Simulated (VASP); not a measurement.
**Mn: single point with PBE**

Mn:

```xyz
2
Lattice="2.4816 0.0000 0.0000 -1.2408 2.1491 0.0000 0.0000 0.0000 4.0147" Properties=species:S:1:pos:R:3 pbc="T T T"
Mn    0.0000    1.4328    1.0037
Mn    1.2408    0.7164    3.0110
```

This isn't the form of Mn at room conditions, which is a 58-atom cubic cell.

| Quantity | Value |
| --- | --- |
| Program | VASP 6.6.1 |
| Task | single point |
| Functional | PBE |
| Potentials or basis | VASP PAW PBE potentials, release 64 (Mn_pv) |
| Cutoff | 520 eV |
| k mesh | 17 × 17 × 9 |
| Occupations | fermi-dirac, width 0.05 eV |
| Spin | no spin polarisation |
| Dipole correction | no |
| k mesh for the DOS | 26 × 26 × 14 |
| Occupations for the DOS | tetrahedron |
| Further INCAR settings | ALGO = Normal; EDIFF = 1e-06 |

* Valence electrons inside the program's atomic spheres: Mn 11.99

Levels at points of the mesh, in eV from the Fermi level:
| k point | band 10 | band 11 | band 12 | band 13 | band 14 | band 15 | band 16 | band 17 |
| --- | --- | --- | --- | --- | --- | --- | --- | --- |
| (0.00, 0.00, 0.00) | -0.94 | -0.94 | -0.47 | -0.47 | 0.05 | 0.05 | 0.75 | 1.62 |
| (0.50, 0.00, 0.00) | -1.34 | -1.15 | -0.92 | -0.41 | 1.83 | 1.98 | 2.04 | 3.60 |
| (0.00, 0.00, 0.50) | -1.53 | -1.03 | -1.03 | -1.03 | -1.03 | 1.20 | 1.20 | 1.20 |
| (0.50, 0.00, 0.50) | -2.64 | 0.19 | 0.19 | 0.87 | 0.87 | 1.96 | 1.96 | 3.20 |

Run time: 110 s on 1 thread of AMD EPYC 7R13 Processor (Zen 3), with other jobs on the host, peak memory 0.26 GiB.

Caveat: the run has no spin polarisation, though such a crystal can be magnetic. Spin polarisation is off, so any magnetic state and its effect on volume and gap are missing.
